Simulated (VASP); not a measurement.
Wanted: the native input for a VASP 6.6.1 run.

```yaml
Task: single point
Functional: PBE
Potentials_or_basis: VASP PAW PBE potentials, release 64 (Sr_sv)
Cutoff: 520 eV
k_mesh: 12 × 12 × 6
Occupations: gaussian, width 0.15 eV
Spin: no spin polarisation
Dipole_correction: no
Further_INCAR_settings: ALGO = Fast; EDIFF = 1e-06; NBANDS = 17
```

The structure of Sr lies in POSCAR:

```
Sr
1.0
    3.7983033587      0.0000000000      0.0000000000
   -1.8991516794      4.1025440359      0.0000000000
    0.0000000000      0.0000000000      7.0133159835
Sr
2
Direct
    0.3333333333      0.6666666667      0.2500000000
    0.6666666667      0.3333333333      0.7500000000
```

This cell differs from its parent crystal: strain +e along x and -e along y -0.1100, strain +e along z and -e/2 along x and y +0.0000.

One way to write it, as run:

INCAR

```
SYSTEM = Sr
PREC = Accurate
ENCUT = 520
EDIFF = 1E-6
ISMEAR = 0
SIGMA = 0.15
LREAL = .False.
LASPH = .True.
NELM = 100
ALGO = Fast
ISIF = 2
LWAVE = .False.
LCHARG = .False.
GGA = PE
NBANDS = 17
```

KPOINTS

```
regular mesh
0
Gamma
  12 12 6
  0 0 0
```

Potentials or basis: VASP PAW PBE potentials, release 64 (Sr_sv).

Run with:

```bash
$ cat potpaw_PBE.64/Sr_sv/POTCAR > POTCAR
$ mpirun -np 1 vasp_std > vasp.out
```

It gave:

* Pressure: 0.4 GPa
* Largest force: 0.181 eV/Å
* Band gap on the k mesh: zero (bands 10 and 11 overlap by 0.27 eV)

Caveat: the cell differs from its parent crystal (strain +e along x and -e along y -0.1100, strain +e along z and -e/2 along x and y +0.0000); the stress differs along the axes, from -2 to 3 GPa.

Run time: 2.5 min on 1 thread of Intel(R) Xeon(R) 6975P-C (Granite Rapids), on a shared host, peak memory 0.41 GiB.
